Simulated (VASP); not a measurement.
Wanted: the native input for a VASP 6.6.1 run.

```
Task                   : relaxation of cell and atoms
Functional             : r2SCAN
Potentials or basis    : VASP PAW PBE potentials, release 64 (Na_pv)
Cutoff                 : 600 eV
k mesh                 : 8 × 8 × 5
Occupations            : fermi-dirac, width 0.05 eV
Spin                   : no spin polarisation
Target pressure        : 10 GPa
Dipole correction      : no
Further INCAR settings : ALGO = Normal; EDIFF = 1e-06; IBRION = 2; EDIFFG = -0.01; NSW = 60; ISIF = 3
```

The system is Na.

```xyz
2
Lattice="3.7670 0.0000 0.0000 -1.8835 3.2623 0.0000 0.0000 0.0000 6.1540" Properties=species:S:1:pos:R:3 pbc="T T T"
Na    1.8835    1.0874    4.6155
Na    0.0000    2.1749    1.5385
```

This isn't the form of Na at room conditions, which is bcc.

One way to write it, as run:

POSCAR

```
Na
1.0
    3.7670000000      0.0000000000      0.0000000000
   -1.8835000000      3.2623176961      0.0000000000
    0.0000000000      0.0000000000      6.1540000000
Na
2
Direct
    0.6666666667      0.3333333333      0.7500000000
    0.3333333333      0.6666666667      0.2500000000
```

INCAR.step1

```
PREC = Accurate ; ENCUT = 600
ISMEAR = -1 ; SIGMA = 0.05
LREAL = F ; LASPH = T
NELM = 100 ; GGA = PE
ALGO = Normal ; EDIFF = 1E-4
LWAVE = T ; LCHARG = F
```

INCAR.step2

```
PREC = Accurate ; ENCUT = 600
EDIFF = 1E-6 ; ISMEAR = -1
SIGMA = 0.05 ; LREAL = F
LASPH = T ; NELM = 100
ALGO = Normal ; ISIF = 3
LWAVE = F ; LCHARG = F
METAGGA = R2SCAN ; LMIXTAU = T
IBRION = 2 ; NSW = 60
EDIFFG = -0.01 ; PSTRESS = 100.0
ISTART = 1
```

KPOINTS

```
Automatic mesh
0
Gamma
  8 8 5
```

Potentials or basis: VASP PAW PBE potentials, release 64 (Na_pv).

Run with:

```console
$ cat potpaw_PBE.64/Na_pv/POTCAR > POTCAR
$ cp INCAR.step1 INCAR
$ mpirun -np 1 vasp_std > vasp.out
$ cp INCAR.step2 INCAR
$ mpirun -np 1 vasp_std > vasp.out
```

Results of the run:

```yaml
Relaxed_volume: 22.63 Å³/atom
Relaxed_cell: a = 3.188 Å, b = 3.188 Å, c = 5.144 Å, α = 90.00°, β = 90.00°, γ = 120.00°
Space_group_after_relaxing_to_0.1_Å: P6_3/mmc (No. 194)
Energy_change_on_relaxing_the_run_minimises_the_enthalpy: +306.4 meV/atom
Ionic_steps: 11
Pressure_after_relaxing: 10.0 GPa
Band_gap_on_the_k_mesh: zero (bands 7 and 8 overlap by 4.28 eV)
```

Caveat: the cell is relaxed towards a set pressure, so the run minimises the enthalpy, not the energy; the volume moved by over 15 % at a fixed basis, so the end points are rough; the PAW data sets were made with another functional, which shifts forces and pressure a little.

Wall time 6.3 min on 1 thread of Intel(R) Xeon(R) 6975P-C (Granite Rapids), with other jobs on the host, peak memory 0.22 GiB.
